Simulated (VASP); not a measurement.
Input of a VASP 6.6.1 run:

Contents of INCAR:

```
SYSTEM = SnO
  PREC = Accurate
  ENCUT = 520
  EDIFF = 1E-6
  ISMEAR = 0
  SIGMA = 0.1
  LREAL = .False.
  LASPH = .True.
  NELM = 100
  ALGO = Normal
  ISIF = 2
  LWAVE = .False.
  LCHARG = .False.
  NBANDS = 28
```

Contents of KPOINTS:

```
regular mesh
0
Gamma
  12 12 10
  0 0 0
```

Contents of POSCAR:

```
SnO
1.0
    3.7684145659      0.0000000000      0.0000000000
    0.0000000000      3.7684145659      0.0000000000
    0.0000000000      0.0000000000      4.6608438525
Sn O
2 2
Direct
    0.5000000000      0.0000000000      0.2454391878
    0.0000000000      0.5000000000      0.7545608122
    0.0000000000      0.0000000000      0.0000000000
    0.5000000000      0.5000000000      0.0000000000
```

Potentials or basis: VASP PAW LDA potentials, release 64 (Sn_d, O).

Command:

```console
$ cat potpaw_LDA.64/Sn_d/POTCAR potpaw_LDA.64/O/POTCAR > POTCAR
$ mpirun -np 1 vasp_std > vasp.out
```

(1) Estimate the band gap on the k mesh.

(2) What does it give for the pressure?

Answers

(1) zero (bands 20 and 21 overlap by 0.21 eV).

(2) 0.3 GPa.

Caveat: semilocal functionals underestimate gaps, so a narrow gap can read as zero; spin-orbit coupling is left out, which moves the levels of the heavy elements.
